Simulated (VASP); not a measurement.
Wanted: the native input for a VASP 6.6.1 run.

- Task: single point
- Functional: PBE
- Dispersion: D3(BJ)
- Potentials or basis: VASP PAW PBE potentials, release 64 (W_sv, C)
- Cutoff: 520 eV
- k mesh: 3 × 3 × 1
- Occupations: fermi-dirac, width 0.002 eV
- Spin: no spin polarisation
- Dipole correction: no
- Further INCAR settings: LREAL = Auto; ALGO = Normal; EDIFF = 1e-07; NBANDS = 88

The structure of W8C9 lies in POSCAR:

```
W8C9
1.0
    5.8331890000      0.0000000000      0.0000000000
    0.0000000000      5.6788720000      0.0000000000
    0.0000000000      0.0000000000     17.2097410000
W C
8 9
Direct
    0.0000000000      0.0000000000      0.0581066269
    0.2451832094      0.0082410732      0.2080740204
    0.0000000000      0.4999936607      0.0581066269
    0.2417716964      0.4943235206      0.2058485366
    0.5000009429      0.0000000000      0.0581066269
    0.7537729362     -0.0080473728      0.1945700403
    0.5000009429      0.4999936607      0.0581066269
    0.7480470803      0.4923160797      0.2041866871
    0.4961094180      0.2499616121      0.1503799505
    0.2275084864      0.2453304107      0.2875987500
    0.5043039065      0.7522092416      0.1465100492
    0.4647372132      0.7362905873      0.2553147081
    0.9912588123      0.2464045677      0.1480266321
    0.7581444729      0.2186173592      0.2919218831
    1.0050762970      0.7484937149      0.1496187537
    0.6895713477      0.7723893055      0.2936592712
    0.7374353891      0.0041381457      0.3168205727
```

The input as run:

INCAR

```
ALGO = Normal
EDIFF = 1E-7
ENCUT = 520
GGA = PE
ISIF = 2
ISMEAR = -1
IVDW = 12
LASPH = T
LCHARG = F
LREAL = Auto
LWAVE = F
NBANDS = 88
NELM = 60
PREC = Accurate
SIGMA = 0.002
```

KPOINTS

```
k-points
0
Gamma
  3 3 1
```

Potentials or basis: VASP PAW PBE potentials, release 64 (W_sv, C).

The run is started by

```bash
$ cat potpaw_PBE.64/W_sv/POTCAR potpaw_PBE.64/C/POTCAR > POTCAR
$ mpirun -np 1 vasp_std > vasp.out
```

It gave:

- Largest force: 1.537 eV/Å
- Band gap on the k mesh: zero (bands 74 and 75 overlap by 0.11 eV)
- Dispersion energy per atom: -0.258 eV

Caveat: the k points lie up to 0.37 Å⁻¹ apart; there is no dipole correction, which matters where the two faces differ; spin-orbit coupling is left out, which moves the levels of the heavy elements.

Run time: 5.3 min on 1 thread of Intel(R) Xeon(R) Platinum 8559C (Emerald Rapids), with other jobs on the host, peak memory 0.61 GiB.
